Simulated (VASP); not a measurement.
Pt: single point with r2SCAN0

Crystal: Pt.

```
CELL_PARAMETERS angstrom
0.00000 1.96090 1.96090
1.96090 0.00000 1.96090
1.96090 1.96090 0.00000
ATOMIC_POSITIONS crystal
Pt 0.00000 0.00000 0.00000
```

```
Program                            : VASP 6.6.1
Task                               : single point
Functional                         : r2SCAN0
Potentials or basis                : VASP PAW PBE potentials, release 64 (Pt)
Cutoff                             : 520 eV
k mesh                             : 6 × 6 × 6
Occupations                        : fermi-dirac, width 0.05 eV
Spin                               : no spin polarisation
Dipole correction                  : no
Grid for exact exchange (PRECFOCK) : Normal
Further INCAR settings             : ALGO = Normal; EDIFF = 1e-06; NBANDS = 11
Share of exact exchange            : 0.25
```

```
Pressure               : -5.3 GPa
Band gap on the k mesh : zero (bands 5 and 6 overlap by 3.82 eV)
```

Levels at points of the mesh, in eV from the Fermi level:
| k point | band 2 | band 3 | band 4 | band 5 | band 6 | band 7 | band 8 | band 9 |
| --- | --- | --- | --- | --- | --- | --- | --- | --- |
| (0.00, 0.00, 0.00) | -5.05 | -5.05 | -5.04 | -2.90 | -2.90 | 16.89 | 22.24 | 22.24 |
| (0.50, 0.00, 0.00) | -5.23 | -5.23 | -0.60 | -0.52 | 0.12 | 7.51 | 16.48 | 21.61 |
| (0.50, 0.50, 0.00) | -8.18 | -0.92 | 0.86 | 0.87 | 2.56 | 10.89 | 13.40 | 13.40 |

Wall time 18 min on 1 thread of AMD EPYC 7R43 64-Core Processor (Zen 3), with other jobs on the host, peak memory 0.12 GiB.

Caveat: the k points lie up to 0.46 Å⁻¹ apart, too coarse for converged energies and pressures of a metal; the PAW data sets were made with another functional, which shifts forces and pressure a little; spin-orbit coupling is left out, which moves the levels of the heavy elements.
